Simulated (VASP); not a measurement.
# Sn (P6_3/mmc) in VASP: notebook

Sn is run at these levels: PBE; tasks: single point, relaxation of cell and atoms.

All numbers are computed with VASP 6.6.1; they aren't measurements. Logs are shortened: lines on timing, memory, paths and dates and some standing lists are left out, and cuts for length are marked.

## 1. The cell of the first run

The structure is hexagonal, space group P6_3/mmc (No. 194). The conventional cell has a = 3.354 Å, b = 3.354 Å, c = 5.698 Å, α = 90.00°, β = 90.00°, γ = 120.00°. Sn (site symmetry -6m2) has 12 Sn at 3.35 to 3.44 Å within 4.4 Å.

This isn't the form of Sn at room conditions, which is tetragonal (white tin).

## 2. Single point, PBE

INCAR

```
  PREC = Accurate
  ENCUT = 520
  EDIFF = 1E-6
  ISMEAR = -1
  SIGMA = 0.05
  LREAL = F
  LASPH = T
  NELM = 60
  ALGO = Normal
  ISIF = 2
  LWAVE = F
  LCHARG = F
  GGA = PE
  NBANDS = 21
```

KPOINTS

```
regular mesh
0
Gamma
  14 14 8
```

POSCAR

```
Sn
1.0
    3.3543233607      0.0000000000      0.0000000000
   -1.6771616804      2.9049292428      0.0000000000
    0.0000000000      0.0000000000      5.6981373241
Sn
2
Direct
    0.3333333333      0.6666666667      0.2500000000
    0.6666666667      0.3333333333      0.7500000000
```

Potentials or basis: VASP PAW PBE potentials, release 64 (Sn_d).

Run with:

```sh
cat potpaw_PBE.64/Sn_d/POTCAR > POTCAR
mpirun -np 1 vasp_std > vasp.out
```

OUTCAR:

```text
PREC = Accurate
   ENCUT = 520
   EDIFF = 1E-6
   ISMEAR = -1
   LREAL = F
   LASPH = T
   NELM = 60
   ISIF = 2
   GGA = PE

 ion  position               nearest neighbor table
   1  0.333  0.667  0.250-   2 3.44   2 3.44   2 3.44   2 3.44   2 3.44   2 3.44
   2  0.667  0.333  0.750-   1 3.44   1 3.44   1 3.44   1 3.44   1 3.44   1 3.44

  LATTYP: Found a hexagonal cell.
 ALAT       =     3.3543233607
 C/A-ratio  =     1.6987441911

  Lattice vectors:

 A1 = (   3.3543233607,   0.0000000000,   0.0000000000)
 A2 = (  -1.6771616804,   2.9049292428,   0.0000000000)
 A3 = (   0.0000000000,   0.0000000000,   5.6981373241)

Analysis of symmetry for initial positions (statically):
=====================================================================
 Subroutine PRICEL returns:
 Original cell was already a primitive cell.

 Routine SETGRP: Setting up the symmetry group for a
 hexagonal supercell.

 Subroutine GETGRP returns: Found 24 space group operations
 (whereof 12 operations were pure point group operations)
 out of a pool of 24 trial point group operations.

The static configuration has the point symmetry D_3d.
 The point group associated with its full space group is D_6h.

Analysis of symmetry for dynamics (positions and initial velocities):
=====================================================================
 Subroutine PRICEL returns:
 Original cell was already a primitive cell.

 Routine SETGRP: Setting up the symmetry group for a
 hexagonal supercell.

 Subroutine GETGRP returns: Found 24 space group operations
 (whereof 12 operations were pure point group operations)
 out of a pool of 24 trial point group operations.

The dynamic configuration has the point symmetry D_3d.
 The point group associated with its full space group is D_6h.

 Subroutine INISYM returns: Found 24 space group operations
 (whereof 12 operations are pure point group operations),
 and found     1 'primitive' translations

----------------------------------------------------------------------------------------

                                     Primitive cell

  volume of cell :      55.5231

  direct lattice vectors                    reciprocal lattice vectors
     3.354323361  0.000000000  0.000000000     0.298122719  0.172121232  0.000000000
    -1.677161680  2.904929243  0.000000000     0.000000000  0.344242464  0.000000000
     0.000000000  0.000000000  5.698137324     0.000000000  0.000000000  0.175495946

[... 79 lines left out ...]
   LSORBIT =      F    spin-orbit coupling
   LASPH  =      T    aspherical Exc in radial PAW
   ENCUT  =  520.0 eV  38.22 Ry    6.18 a.u.   6.24  6.24 10.59*2*pi/ulx,y,z
   NELM   =     60;   NELMIN=  2; NELMDL= -5     # of ELM steps
   EDIFF  = 0.1E-05   stopping-criterion for ELM
   LREAL  =      F    real-space projection
   EDIFFG = 0.1E-04   stopping-criterion for IOM
   NSW    =      0    number of steps for IOM
   IBRION =     -1    ionic relax: 0-MD 1-quasi-New 2-CG
   NFREE  =      0    steps in history (QN), initial steepest desc. (CG)
   ISIF   =      2    stress and relaxation
   ISYM   =      2    0-nonsym 1-usesym 2-fastsym
   POTIM  = 0.5000    time-step for ionic-motion
   TEBEG  =    0.0;   TEEND  =   0.0 temperature during run
   PSTRESS=    0.0 pullay stress
   NELECT =      28.0000    total number of electrons
   NUPDOWN=      -1.0000    fix difference up-down
   EMIN   =  10.00;   EMAX   =-10.00  energy-range for DOS
   EFERMI =   0.00;   METHOD = LEGACY
   ISMEAR =    -1;   SIGMA  =   0.05  broadening in eV -4-tet -1-fermi 0-gaus
   EFERMI_NEDOS =   21; number of points for ismear=-14 and -15
   IALGO  =     38    algorithm
   IMIX   =      4    mixing-type and parameters
     AMIX     =   0.40;   BMIX     =  1.00
     AMIX_MAG =   1.60;   BMIX_MAG =  1.00
  volume/ion in A,a.u.               =      27.76       187.34
  Fermi-wavevector in a.u.,A,eV,Ry     =   1.303076  2.462456 23.102785  1.698007
  Thomas-Fermi vector in A             =   2.434102
   LORBIT       =      0    0 simple, 1 ext, 2 COOP (PROOUT), +10 PAW based schemes
   GGA     = PE    functional components
   LHFCALC =     F    Hartree Fock is set to
   AEXX    =    0.0000 exact exchange contribution
   IVDW    =     0    specifies the selected vdW correction
   LEPSILON=     F    determine dielectric tensor
   LRPA    =     F    only Hartree local field effects (RPA)
 non-spin polarized calculation
  energy-cutoff  :      520.00
  volume of cell :       55.52
 maximum number of plane-waves:      1521
 NGX is ok and might be reduce to    28
   NGX = 13   NGY = 13   NGZ = 21

 number of electron      28.0000004 magnetization

 Free energy of the ion-electron system (eV)
  ---------------------------------------------------
  ext. energy  EPLUGINS =         0.00000000
  ---------------------------------------------------
  free energy    TOTEN  =        -7.58424217 eV

  energy without entropy =       -7.57557778  energy(sigma->0) =       -7.57990997

 E-fermi :   7.8064     XC(G=0): -10.2663

 val. band max:        7.7965700147   @ k =   0.2857   0.0000   0.5000
 cond. band min:       7.8253786789   @ k =   0.3571   0.0714   0.0000
 fundamental gap:      0.0288086642
 Fermi energy:         7.8063832770

 k-point     1 :       0.0000    0.0000    0.0000
  band No.  band energies     occupation
      1     -13.6938      2.00000
      2     -13.6822      2.00000
      3     -13.6790      2.00000
      4     -13.6790      2.00000
      5     -13.6706      2.00000
      6     -13.6706      2.00000
[... 565 lines left out ...]
     20      20.8493      0.00000
     21      21.6588      0.00000

 [... further k-points ...]

------------------------ aborting loop because EDIFF is reached ----------------------------------------

  FORCE on cell =-STRESS in cart. coord.  units (eV):
  Direction    XX          YY          ZZ          XY          YZ          ZX
  --------------------------------------------------------------------------------------
  -------------------------------------------------------------------------------------
  Total       -0.0257166     -0.0257166     -0.0283561      0.0000000      0.0000000     -0.0000000
  in kB       -0.7420788     -0.7420788     -0.8182470      0.0000000      0.0000000     -0.0000000
  external PRESSURE =      -0.7674682 kB  Pullay stress =       0.0000000 kB

 VOLUME and BASIS-vectors are now :
 -----------------------------------------------------------------------------
  energy-cutoff  :      520.00
  volume of cell :       55.52
      direct lattice vectors                 reciprocal lattice vectors
     3.354323361  0.000000000  0.000000000     0.298122719  0.172121232  0.000000000
    -1.677161680  2.904929243  0.000000000     0.000000000  0.344242464  0.000000000
     0.000000000  0.000000000  5.698137324     0.000000000  0.000000000  0.175495946

 POSITION                                       TOTAL-FORCE (eV/Angst)
 -----------------------------------------------------------------------------------
     -0.00000      1.93662      1.42453         0.000000      0.000000      0.000000
      1.67716      0.96831      4.27360        -0.000000      0.000000      0.000000
 -----------------------------------------------------------------------------------
    total drift:                               -0.000000      0.000000      0.000000

  FREE ENERGIE OF THE ION-ELECTRON SYSTEM (eV)
  ---------------------------------------------------
  free  energy   TOTEN  =        -7.5842421654 eV

  energy  without entropy=       -7.5755777774  energy(sigma->0) =       -7.57990997
```

OSZICAR:

```text
N       E                     dE             d eps       ncg     rms          rms(c)
DAV:   1     0.220123977062E+03    0.22012E+03   -0.14767E+04  5106   0.209E+03
DAV:   2     0.149227562737E+02   -0.20520E+03   -0.20089E+03  5055   0.449E+02
DAV:   3    -0.693860772994E+01   -0.21861E+02   -0.21682E+02  5868   0.133E+02
DAV:   4    -0.758570135424E+01   -0.64709E+00   -0.64654E+00  5768   0.253E+01
DAV:   5    -0.760886928415E+01   -0.23168E-01   -0.23167E-01  6917   0.471E+00    0.179E+00
DAV:   6    -0.759054477844E+01    0.18325E-01   -0.28618E-02  6742   0.219E+00    0.985E-01
DAV:   7    -0.758447852149E+01    0.60663E-02   -0.15676E-02  6920   0.161E+00    0.128E-01
DAV:   8    -0.758423079748E+01    0.24772E-03   -0.12917E-03  6594   0.502E-01    0.251E-02
DAV:   9    -0.758423927817E+01   -0.84807E-05   -0.33859E-05  7004   0.476E-02    0.124E-02
DAV:  10    -0.758424197747E+01   -0.26993E-05   -0.49795E-06  5790   0.237E-02    0.126E-03
DAV:  11    -0.758424216543E+01   -0.18795E-06   -0.23589E-07  3235   0.720E-03
   1 F= -.75842422E+01 E0= -.75799100E+01  d E =-.866439E-02
```

stdout:

```text
POSCAR found type information on POSCAR Sn
 POSCAR found :  1 types and       2 ions
 scaLAPACK will be used
 LDA part: xc-table for (Slater+PW92), standard interpolation
 POSCAR, INCAR and KPOINTS ok, starting setup
 FFT: planning ... GRIDC
 FFT: planning ... GRID_SOFT
 FFT: planning ... GRID
 WAVECAR not read
 entering main loop
```

Run time: 85 s. Hardware: 1 thread of Intel Xeon Platinum 8259CL at 2.50GHz (Skylake/Cascade Lake), shared host; peak memory 0.25 GiB.

What came out:

| Quantity | Value |
| --- | --- |
| Free energy | -7.5842 eV |
| Pressure | -0.1 GPa |
| Band gap on the k mesh | zero (bands 14 and 15 overlap by 8.06 eV) |

Levels at points of the mesh, in eV from the Fermi level:
```tsv
k point	band 10	band 11	band 12	band 13	band 14	band 15	band 16	band 17	band 18	band 19
(0.00, 0.00, 0.00)	-21.35	-10.91	-7.08	-4.53	6.14	6.14	6.98	7.73	7.73	9.80
(0.50, 0.00, 0.00)	-21.33	-6.84	-5.75	-2.53	-1.67	-0.65	1.30	2.44	5.72	5.96
(0.00, 0.00, 0.50)	-21.38	-9.73	-9.73	0.52	0.52	6.95	6.95	6.95	6.95	10.29
(0.50, 0.00, 0.50)	-21.33	-5.88	-5.88	-3.91	-3.91	3.52	3.52	3.66	3.66	7.05
```

Caveat: spin-orbit coupling is left out, which moves the levels of the heavy elements.

## 3. Relaxation of cell and atoms, PBE

INCAR

```
PREC = Accurate
ENCUT = 600
EDIFF = 1E-7
ISMEAR = -1
SIGMA = 0.05
LREAL = F
LASPH = T
NELM = 60
ALGO = Normal
ISIF = 3
LWAVE = F
LCHARG = F
GGA = PE
IBRION = 2
NSW = 45
EDIFFG = -0.005
```

KPOINTS

```
Automatic mesh
0
Gamma
  14 14 8
```

POSCAR is that of step 2.

Potentials or basis: VASP PAW PBE potentials, release 64 (Sn_d).

Run with:

```sh
cat potpaw_PBE.64/Sn_d/POTCAR > POTCAR
mpirun -np 1 vasp_std > vasp.out
```

Run time: 90 s. Hardware: 1 thread of Intel Xeon Platinum 8259CL at 2.50GHz (Skylake/Cascade Lake), shared host; peak memory 0.27 GiB.

The run converged. Its results:

- Free energy: -7.5843 eV
- Pressure after relaxing: 0.0 GPa
- Band gap on the k mesh: zero (bands 14 and 15 overlap by 8.06 eV)

Final structure:
```
Sn
1.0
     3.35432    0.00000    0.00000
    -1.67716    2.90493    0.00000
     0.00000    0.00000    5.69814
Sn
2
Direct
  0.33333 0.66667 0.25000
  0.66667 0.33333 0.75000
```

Levels at points of the mesh, in eV from the Fermi level:
| k point | band 12 | band 13 | band 14 | band 15 | band 16 | band 17 |
| --- | --- | --- | --- | --- | --- | --- |
| (0.00, 0.00, 0.00) | -7.08 | -4.53 | 6.14 | 6.14 | 6.98 | 7.73 |
| (0.50, 0.00, 0.00) | -5.75 | -2.53 | -1.67 | -0.65 | 1.30 | 2.44 |
| (0.00, 0.00, 0.50) | -9.73 | 0.52 | 0.52 | 6.95 | 6.95 | 6.95 |
| (0.50, 0.00, 0.50) | -5.88 | -3.91 | -3.91 | 3.52 | 3.52 | 3.66 |

Caveat: the relaxation stopped at its first step, so nothing moved; spin-orbit coupling is left out, which moves the levels of the heavy elements.

## 4. Relaxation of cell and atoms, PBE

This run uses another cell than the first one, of 28.00 Å³/atom.

INCAR

```
PREC = Accurate ; ENCUT = 600
EDIFF = 1E-6 ; ISMEAR = -1
SIGMA = 0.05 ; LREAL = False
LASPH = True ; NELM = 80
ALGO = Normal ; ISIF = 3
LWAVE = False ; LCHARG = False
GGA = PE ; IBRION = 2
NSW = 60 ; EDIFFG = -0.005
```

KPOINTS is that of step 3.

POSCAR

```
Sn
1.0
    3.4175440961      0.0000000000      0.0000000000
   -1.7087720481      2.9596800058      0.0000000000
    0.0000000000      0.0000000000      5.5364214357
Sn
2
Direct
    0.3333333333      0.6666666667      0.2500000000
    0.6666666667      0.3333333333      0.7500000000
```

Run with:

```sh
cat potpaw_PBE.64/Sn_d/POTCAR > POTCAR
mpirun -np 1 vasp_std > vasp.out
```

Run time: 5 min. Hardware: 1 thread of AMD EPYC 9R45 (Zen 5), shared host; peak memory 0.25 GiB.

It converged, with:

* Free energy: -7.5843 eV
* Relaxed volume: 27.74 Å³/atom
* Relaxed cell: a = 3.353 Å, b = 3.353 Å, c = 5.697 Å, α = 90.00°, β = 90.00°, γ = 120.00°
* Space group after relaxing (to 0.1 Å): P6_3/mmc (No. 194)
* Energy gained by relaxing: 6.6 meV/atom
* Ionic steps: 11
* Pressure after relaxing: 0.0 GPa
* Band gap on the k mesh: zero (bands 14 and 15 overlap by 8.07 eV)

The path:
```
step  energy change (eV)  largest force (eV/Å)  pressure (GPa)  volume (Å³)
   1              0.0000                0.0000           -0.30        56.00
   2             -0.0071                0.0000            0.07        55.58
   3             -0.0117                0.0000            0.46        55.04
   4             -0.0119                0.0000            0.61        54.87
   5             -0.0123                0.0000           -0.19        55.72
   6             -0.0130                0.0000            0.19        55.33
   7             -0.0130                0.0000            0.11        55.37
   8             -0.0130                0.0000            0.11        55.35
   9             -0.0130                0.0000            0.12        55.34
  10             -0.0132                0.0000           -0.03        55.49
  11             -0.0132                0.0000            0.01        55.48
```

Final structure:
```
Sn
1.0
     3.35346    0.00000    0.00000
    -1.67673    2.90418    0.00000
     0.00000    0.00000    5.69660
Sn
2
Cartesian
  0.0000 1.9361 1.4242
  1.6767 0.9681 4.2725
```

Levels at points of the mesh, in eV from the Fermi level:
```tsv
k point	band 12	band 13	band 14	band 15	band 16	band 17
(0.00, 0.00, 0.00)	-7.08	-4.53	6.15	6.15	6.99	7.74
(0.50, 0.00, 0.00)	-5.75	-2.53	-1.67	-0.65	1.30	2.44
(0.00, 0.00, 0.50)	-9.73	0.52	0.52	6.96	6.96	6.96
(0.50, 0.00, 0.50)	-5.88	-3.91	-3.91	3.52	3.52	3.66
```

Caveat: spin-orbit coupling is left out, which moves the levels of the heavy elements.

## 5. Summary

| task | cell | cutoff (eV) | gap on the mesh (eV) | pressure (GPa) |
| --- | --- | --- | --- | --- |
| single point | a = 3.354, b = 3.354, c = 5.698 Å, angles 90.0, 90.0, 120.0°, 2 atoms | 520 | none | -0.1 |
| relaxation of cell and atoms | relaxed from a = 3.354, b = 3.354, c = 5.698 Å, angles 90.0, 90.0, 120.0°, 2 atoms | 600 | none | 0.0 |
| relaxation of cell and atoms | relaxed from a = 3.418, b = 3.418, c = 5.536 Å, angles 90.0, 90.0, 120.0°, 2 atoms | 600 | none | 0.0 |

Alike in all rows: level PBE; potentials or basis VASP PAW PBE potentials, release 64 (Sn_d); no spin polarisation; k mesh 14 × 14 × 8; smearing fermi-dirac 0.05 eV.

Caveats: spin-orbit coupling is left out, which moves the levels of the heavy elements; the relaxation stopped at its first step, so nothing moved (at least some runs).

Total energies depend on the potentials used, so only differences within one code and one set of settings carry meaning.
